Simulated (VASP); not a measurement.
# Al2Au (R-3m) in VASP: single point with PBE

Aim: the single point of Al2Au with PBE.

All numbers are computed with VASP 6.6.1; they aren't measurements. Logs are shortened: lines on timing, memory, paths and dates and some standing lists are left out, and cuts for length are marked.

## (1) The cell of the first run

It takes space group R-3m (No. 166, trigonal). The conventional cell has a = 4.471 Å, b = 4.471 Å, c = 9.082 Å, α = 90.00°, β = 90.00°, γ = 120.00°. Al (site symmetry 3m) has 4 Au at 2.43 to 2.65 Å and 6 Al at 2.84 to 3.17 Å within 3.2 Å. Au (site symmetry -3m) has 8 Al at 2.43 to 2.65 Å within 3.2 Å.

## (2) Single point, PBE (strained and its atoms moved)

INCAR

```
SYSTEM = Al2Au
ALGO     = Fast           ! electronic algorithm
EDIFF    = 1E-6           ! SCF threshold, eV
ENCUT    = 520            ! plane-wave cutoff, eV
GGA      = PE             ! functional
ISIF     = 2              ! what is computed and relaxed
ISMEAR   = 0              ! smearing method
LASPH    = .TRUE.         ! aspherical terms in the spheres
LCHARG   = .FALSE.        ! write CHGCAR
LREAL    = .FALSE.        ! projectors in reciprocal space
LWAVE    = .FALSE.        ! write WAVECAR
NBANDS   = 16             ! bands
NELM     = 80             ! most SCF steps
PREC     = Accurate       ! precision mode
SIGMA    = 0.1            ! smearing width, eV
```

KPOINTS

```
k-points
0
G
  12 12 12
  0 0 0
```

POSCAR

```
Al2Au
1.0
   -0.3600000000      2.8018200000      2.8018200000
    2.8018200000     -0.3600000000      2.8018200000
    2.8018200000      2.8018200000     -0.3600000000
Al Au
2 1
Direct
    0.2676776695      0.2676776695      0.2676776695
    0.7323223305      0.7323223305      0.7323223305
    0.0000000000      0.0000000000      0.0000000000
```

Potentials or basis: VASP PAW PBE potentials, release 64 (Al, Au).

The run is started by

```sh
$ cat potpaw_PBE.64/Al/POTCAR potpaw_PBE.64/Au/POTCAR > POTCAR
$ mpirun -np 1 vasp_std > vasp.out
```

OUTCAR:

```text
SYSTEM = Al2Au
   EDIFF = 1E-6
   ENCUT = 520
   GGA = PE
   ISIF = 2
   ISMEAR = 0
   LASPH = .TRUE.
   LREAL = .FALSE.
   NELM = 80
   PREC = Accurate

 ion  position               nearest neighbor table
   1  0.268  0.268  0.268-   3 2.43   3 2.65   3 2.65   3 2.65   2 2.84   2 2.84   2 2.84   2 3.17
                             2 3.17   2 3.17
   2  0.732  0.732  0.732-   3 2.43   3 2.65   3 2.65   3 2.65   1 2.84   1 2.84   1 2.84   1 3.17
                             1 3.17   1 3.17
   3  0.000  0.000  0.000-   1 2.43   2 2.43   2 2.65   2 2.65   2 2.65   1 2.65   1 2.65   1 2.65

  LATTYP: Found a trigonal (rhomboedric) cell.
 ALAT       =     3.9786920746
 COS(alpha) =     0.3684705222

  Lattice vectors:

 A1 = (  -0.3600000000,   2.8018200000,   2.8018200000)
 A2 = (   2.8018200000,  -0.3600000000,   2.8018200000)
 A3 = (   2.8018200000,   2.8018200000,  -0.3600000000)

Analysis of symmetry for initial positions (statically):
=====================================================================
 Subroutine PRICEL returns:
 Original cell was already a primitive cell.

 Routine SETGRP: Setting up the symmetry group for a
 trigonal (rhombohedral) supercell.

 Subroutine GETGRP returns: Found 12 space group operations
 (whereof 12 operations were pure point group operations)
 out of a pool of 12 trial point group operations.

The static configuration has the point symmetry D_3d.

Analysis of symmetry for dynamics (positions and initial velocities):
=====================================================================
 Subroutine PRICEL returns:
 Original cell was already a primitive cell.

 Routine SETGRP: Setting up the symmetry group for a
 trigonal (rhombohedral) supercell.

 Subroutine GETGRP returns: Found 12 space group operations
 (whereof 12 operations were pure point group operations)
 out of a pool of 12 trial point group operations.

The dynamic configuration has the point symmetry D_3d.

 Subroutine INISYM returns: Found 12 space group operations
 (whereof 12 operations are pure point group operations),
 and found     1 'primitive' translations

----------------------------------------------------------------------------------------

                                     Primitive cell

  volume of cell :      52.4212

  direct lattice vectors                    reciprocal lattice vectors
    -0.360000000  2.801820000  2.801820000    -0.147279953  0.168993586  0.168993586
     2.801820000 -0.360000000  2.801820000     0.168993586 -0.147279953  0.168993586
     2.801820000  2.801820000 -0.360000000     0.168993586  0.168993586 -0.147279953

  length of vectors
     3.978692075  3.978692075  3.978692075     0.280729494  0.280729494  0.280729494

  position of ions in fractional coordinates (direct lattice)
     0.267677670  0.267677670  0.267677670
     0.732322330  0.732322330  0.732322330
     0.000000000  0.000000000  0.000000000

  ion indices of the primitive-cell ions
   primitive index   ion index
                 1           1
                 2           2
                 3           3

----------------------------------------------------------------------------------------

 KPOINTS: k-points

Automatic generation of k-mesh.
 Grid dimensions read from file:
 generate k-points for:   12   12   12

 Generating k-lattice:

  Cartesian coordinates                     Fractional coordinates (reciprocal lattice)
    -0.012273329  0.014082799  0.014082799     0.083333333  0.000000000  0.000000000
     0.014082799 -0.012273329  0.014082799     0.000000000  0.083333333  0.000000000
     0.014082799  0.014082799 -0.012273329     0.000000000  0.000000000  0.083333333

  Length of vectors
     0.023394124  0.023394124  0.023394124

  Shift w.r.t. Gamma in fractional coordinates (k-lattice)
     0.000000000  0.000000000  0.000000000

 Subroutine IBZKPT returns following result:
 ===========================================

 Found    189 irreducible k-points:

 Following reciprocal coordinates:
            Coordinates               Weight
  0.000000  0.000000  0.000000      1.000000
  0.083333 -0.000000 -0.000000      6.000000
  0.166667  0.000000  0.000000      6.000000
  0.250000 -0.000000 -0.000000      6.000000
  0.333333 -0.000000 -0.000000      6.000000
  0.416667 -0.000000 -0.000000      6.000000
[... 16 lines left out ...]
  0.500000  0.166667 -0.000000     12.000000
 -0.416667  0.166667  0.000000     12.000000
 [... further k-points ...]
   k-points           NKPTS =    189   k-points in BZ     NKDIM =    189   number of bands    NBANDS=     16
   number of dos      NEDOS =    301   number of ions     NIONS =      3
   total plane-waves  NPLWV =  27000
   dimension x,y,z NGX =    30 NGY =   30 NGZ =   30
   dimension x,y,z NGXF=    60 NGYF=   60 NGZF=   60
   ions per type =               2   1
   NGX,Y,Z   is equivalent  to a cutoff of  12.54, 12.54, 12.54 a.u.
   NGXF,Y,Z  is equivalent  to a cutoff of  25.07, 25.07, 25.07 a.u.
 SYSTEM =  Al2Au
   PREC   = accura    normal or accurate (medium, high low for compatibility)
   ISTART =      0    job   : 0-new  1-cont  2-samecut
   ICHARG =      2    charge: 1-file 2-atom 10-const
   ISPIN  =      1    spin polarized calculation?
   LNONCOLLINEAR =      F non collinear calculations
   LSORBIT =      F    spin-orbit coupling
   LASPH  =      T    aspherical Exc in radial PAW
   ENCUT  =  520.0 eV  38.22 Ry    6.18 a.u.   7.40  7.40  7.40*2*pi/ulx,y,z
   NELM   =     80;   NELMIN=  2; NELMDL= -5     # of ELM steps
   EDIFF  = 0.1E-05   stopping-criterion for ELM
   LREAL  =      F    real-space projection
   EDIFFG = 0.1E-04   stopping-criterion for IOM
   NSW    =      0    number of steps for IOM
   IBRION =     -1    ionic relax: 0-MD 1-quasi-New 2-CG
   NFREE  =      0    steps in history (QN), initial steepest desc. (CG)
   ISIF   =      2    stress and relaxation
   ISYM   =      2    0-nonsym 1-usesym 2-fastsym
   POTIM  = 0.5000    time-step for ionic-motion
   TEBEG  =    0.0;   TEEND  =   0.0 temperature during run
   PSTRESS=    0.0 pullay stress
   NELECT =      17.0000    total number of electrons
   NUPDOWN=      -1.0000    fix difference up-down
   EMIN   =  10.00;   EMAX   =-10.00  energy-range for DOS
   EFERMI =   0.00;   METHOD = LEGACY
   ISMEAR =     0;   SIGMA  =   0.10  broadening in eV -4-tet -1-fermi 0-gaus
   EFERMI_NEDOS =   21; number of points for ismear=-14 and -15
   IALGO  =     68    algorithm
   IMIX   =      4    mixing-type and parameters
     AMIX     =   0.40;   BMIX     =  1.00
     AMIX_MAG =   1.60;   BMIX_MAG =  1.00
  volume/ion in A,a.u.               =      17.47       117.92
  Fermi-wavevector in a.u.,A,eV,Ry     =   1.124748  2.125466 17.212175  1.265059
  Thomas-Fermi vector in A             =   2.261422
   LORBIT       =      0    0 simple, 1 ext, 2 COOP (PROOUT), +10 PAW based schemes
   GGA     = PE    functional components
   LHFCALC =     F    Hartree Fock is set to
   AEXX    =    0.0000 exact exchange contribution
   IVDW    =     0    specifies the selected vdW correction
   LEPSILON=     F    determine dielectric tensor
   LRPA    =     F    only Hartree local field effects (RPA)
 non-spin polarized calculation
 RMM-DIIS sequential band-by-band and
 Gauss-broadening in eV      SIGMA  =   0.10
  energy-cutoff  :      520.00
  volume of cell :       52.42
 maximum number of plane-waves:      1431
 NGX is ok and might be reduce to    30
   NGX = 15   NGY = 15   NGZ = 15

 number of electron      17.0000002 magnetization

 Free energy of the ion-electron system (eV)
  ---------------------------------------------------
  ext. energy  EPLUGINS =         0.00000000
  ---------------------------------------------------
  free energy    TOTEN  =       -11.48863297 eV

  energy without entropy =      -11.48441115  energy(sigma->0) =      -11.48652206

 E-fermi :   8.3227     XC(G=0): -10.6829

 val. band max:        8.3195023933   @ k =   0.3333   0.3333   0.3333
 cond. band min:       8.3344131148   @ k =   0.1667   0.1667  -0.0000
 fundamental gap:      0.0149107214
 Fermi energy:         8.3227149166

 k-point     1 :       0.0000    0.0000    0.0000
  band No.  band energies     occupation
      1      -2.5776      2.00000
      2       1.4589      2.00000
      3       1.4589      2.00000
      4       1.5428      2.00000
      5       2.4815      2.00000
      6       2.4815      2.00000
[... 8 lines left out ...]
     15      14.5048      0.00000
     16      14.5868      0.00000

 k-point     2 :       0.0833   -0.0000   -0.0000
  band No.  band energies     occupation
      1      -2.4910      2.00000
      2       1.4439      2.00000
      3       1.4786      2.00000
      4       1.5526      2.00000
      5       2.4710      2.00000
      6       2.4811      2.00000
[... 8 lines left out ...]
     15      14.2992      0.00000
     16      14.4477      0.00000

 k-point     3 :       0.1667    0.0000    0.0000
  band No.  band energies     occupation
      1      -2.2358      2.00000
      2       1.3811      2.00000
      3       1.5307      2.00000
      4       1.6022      2.00000
      5       2.4475      2.00000
      6       2.4852      2.00000
[... 8 lines left out ...]
     15      14.3035      0.00000
     16      14.9930      0.00000

 k-point     4 :       0.2500   -0.0000   -0.0000
  band No.  band energies     occupation
      1      -1.8283      2.00000
      2       1.2934      2.00000
      3       1.5948      2.00000
      4       1.6726      2.00000
      5       2.4304      2.00000
      6       2.5049      2.00000
[... 8 lines left out ...]
     15      14.3851      0.00000
     16      16.8095      0.00000

 k-point     5 :       0.3333   -0.0000   -0.0000
  band No.  band energies     occupation
      1      -1.3108      2.00000
      2       1.2240      2.00000
      3       1.6464      2.00000
      4       1.7293      2.00000
      5       2.4364      2.00000
      6       2.5402      2.00000
[... 8 lines left out ...]
     15      14.6079      0.00000
     16      18.4730      0.00000

 k-point     6 :       0.4167   -0.0000   -0.0000
  band No.  band energies     occupation
      1      -0.7978      2.00000
      2       1.2191      2.00000
      3       1.6732      2.00000
      4       1.7476      2.00000
      5       2.4591      2.00000
      6       2.5459      2.00000
[... 8 lines left out ...]
     15      15.1958      0.00000
     16      18.1272      0.00000
[... 267 lines left out ...]
 k-point    21 :       0.3333    0.1667   -0.0000
  band No.  band energies     occupation
      1      -1.2710      2.00000
      2       1.0762      2.00000
      3       1.7447      2.00000
      4       1.8466      2.00000
      5       2.2863      2.00000
      6       2.6002      2.00000
[... 8 lines left out ...]
     15      15.3654      0.00000
     16      17.5254      0.00000

 k-point    22 :       0.4167    0.1667   -0.0000
  band No.  band energies     occupation
      1      -0.7271      2.00000
      2       1.0029      2.00000
      3       1.7552      2.00000
      4       1.8823      2.00000
      5       2.4061      2.00000
      6       2.6393      2.00000
[... 8 lines left out ...]
     15      16.0426      0.00000
     16      17.8862      0.00000

 k-point    23 :       0.5000    0.1667   -0.0000
  band No.  band energies     occupation
      1      -0.2974      2.00000
      2       1.0368      2.00000
      3       1.7380      2.00000
      4       1.8766      2.00000
      5       2.4924      2.00000
      6       2.7339      2.00000
[... 8 lines left out ...]
     15      16.2191      0.00000
     16      17.9853      0.00000

 k-point    24 :      -0.4167    0.1667    0.0000
  band No.  band energies     occupation
      1      -0.3091      2.00000
      2       1.1979      2.00000
      3       1.7260      2.00000
      4       1.8108      2.00000
      5       2.3944      2.00000
      6       2.5748      2.00000
[... 8 lines left out ...]
     15      15.8490      0.00000
     16      18.9529      0.00000

 [... further k-points ...]

------------------------ aborting loop because EDIFF is reached ----------------------------------------

  FORCE on cell =-STRESS in cart. coord.  units (eV):
  Direction    XX          YY          ZZ          XY          YZ          ZX
  --------------------------------------------------------------------------------------
  -------------------------------------------------------------------------------------
  Total        2.5037345      2.5037345      2.5037345      3.2133247      3.2133247      3.2133247
  in kB       76.5229512     76.5229512     76.5229512     98.2105276     98.2105276     98.2105276
  external PRESSURE =      76.5229512 kB  Pullay stress =       0.0000000 kB

 VOLUME and BASIS-vectors are now :
 -----------------------------------------------------------------------------
  energy-cutoff  :      520.00
  volume of cell :       52.42
      direct lattice vectors                 reciprocal lattice vectors
    -0.360000000  2.801820000  2.801820000    -0.147279953  0.168993586  0.168993586
     2.801820000 -0.360000000  2.801820000     0.168993586 -0.147279953  0.168993586
     2.801820000  2.801820000 -0.360000000     0.168993586  0.168993586 -0.147279953

 POSITION                                       TOTAL-FORCE (eV/Angst)
 -----------------------------------------------------------------------------------
      1.40361      1.40361      1.40361         0.349141      0.349141      0.349141
      3.84003      3.84003      3.84003        -0.349141     -0.349141     -0.349141
      0.00000      0.00000      0.00000         0.000000      0.000000      0.000000
 -----------------------------------------------------------------------------------
    total drift:                                0.000000     -0.000000     -0.000000

  FREE ENERGIE OF THE ION-ELECTRON SYSTEM (eV)
  ---------------------------------------------------
  free  energy   TOTEN  =       -11.4886329746 eV

  energy  without entropy=      -11.4844111505  energy(sigma->0) =      -11.48652206
```

Wall time 3.3 min (1 thread of AMD EPYC 7R43 (Zen 3), shared host); peak memory 0.24 GiB.

Results:

| Property | Result |
| --- | --- |
| Free energy | -11.4886 eV |
| Pressure | 7.7 GPa |
| Largest force | 0.605 eV/Å |

Forces on the atoms (eV/Å):
```
Al   0.349  0.349  0.349
Al  -0.349 -0.349 -0.349
Au   0.000  0.000  0.000
```

Caveat: the cell differs from its parent crystal (strained and its atoms moved); spin-orbit coupling is left out, which moves the levels of the heavy elements.
